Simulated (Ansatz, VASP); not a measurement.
# Two plane-wave programs on ZrB2

File INCAR:

```
PREC = Accurate
ENCUT = 520
EDIFF = 1E-6
ISMEAR = 0
SIGMA = 0.15
LREAL = False
LASPH = True
NELM = 100
ALGO = Normal
ISIF = 2
LWAVE = False
LCHARG = False
GGA = CA
NBANDS = 16
```

File KPOINTS:

```
Automatic mesh
0
Gamma
  18 18 12
```

File POSCAR:

```
ZrB2
1.0
    3.3047152833      0.0000000000      0.0000000000
   -1.6523576417      2.8619673876      0.0000000000
    0.0000000000      0.0000000000      3.2601016270
Zr B
1 2
Direct
    0.0000000000      0.0000000000      0.0000000000
    0.3333333333      0.6666666667      0.5000000000
    0.6666666667      0.3333333333      0.5000000000
```

Input for Ansatz:

```yaml
crystal:
  lattice:
    - [3.3047152833, 0.0, 0.0]
    - [-1.6523576417, 2.8619673876, 0.0]
    - [0.0, 0.0, 3.260101627]
  atoms:
    - { symbol: Zr, position: [0.0, 0.0, 0.0] }
    - { symbol: B, position: [0.3333333333, 0.6666666667, 0.5] }
    - { symbol: B, position: [0.6666666667, 0.3333333333, 0.5] }
basis:
  ecutwfc: 520.0
kpoints:
  mp_grid: { grid: [18, 18, 12] }
hamiltonian:
  xc: lda
  pseudopotentials: { kind: paw }
scf:
  occupations: { method: gaussian, width: 0.15 }
output:
  forces: true
  stress: true
  eigenvalues: true
```

Alike in both runs: task single point; functional LDA; k mesh 18 × 18 × 12; occupations gaussian, width 0.15 eV; no spin polarisation.

```csv
,VASP,Ansatz
version,VASP 6.6.1,Ansatz 0.2.0
potentials or method,"VASP PAW LDA potentials, release 64 (Zr_sv, B), cutoff 520 eV","scalar-relativistic, plane waves, PAW"
valence electrons in the cell,18,18
```

```csv
,VASP,Ansatz,Ansatz less VASP
gap on the k mesh at the Fermi level (eV),none,none,-
pressure (GPa),-9.3,-9.8,-0.50
"traceless stress, the component that is largest in VASP (GPa)",25.75,25.74,-0.013
```

LDA's correlation is that of Perdew and Zunger in VASP and of Perdew and Wang (1992) in Ansatz. A gap of «none» marks a metal or a gap that the smearing closes.
